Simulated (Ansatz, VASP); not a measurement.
## Two plane-wave programs on CdS

```
CELL_PARAMETERS angstrom
4.19630 0.00000 0.00000
-2.09815 3.63410 0.00000
0.00000 0.00000 6.83042
ATOMIC_POSITIONS crystal
Cd 0.33333 0.66667 0.97245
Cd 0.66667 0.33333 0.47245
S 0.33333 0.66667 0.40455
S 0.66667 0.33333 0.90455
```

Change from the starting cell: polar distortion scaled by 0.55.

Alike in both runs: task single point; functional PBE; k mesh 9 × 9 × 4; no spin polarisation.

|  | VASP | Ansatz |
| --- | --- | --- |
| version | VASP 6.6.1 | Ansatz 0.2.0 |
| potentials or method | VASP PAW PBE potentials, release 64 (Cd_sv_GW, S), cutoff 540 eV | scalar-relativistic, plane waves, PAW |
| occupations | gaussian, width 0.01 eV | fixed |
| valence electrons in the cell | 52 | 52 |

```csv
,VASP,Ansatz,Ansatz less VASP
gap on the k mesh at the Fermi level (eV),1.28,1.29,+0.003
least direct gap on the mesh (eV),1.28,1.29,+0.003
pressure (GPa),0.7,1.7,+1.00
"traceless stress, the component that is largest in VASP (GPa)",-3.90,-3.92,-0.019
rms of the force components (eV/Å),0.344,0.345,+0.0013
```

Atom by atom the forces differ by 0.001 eV/Å (rms over components).
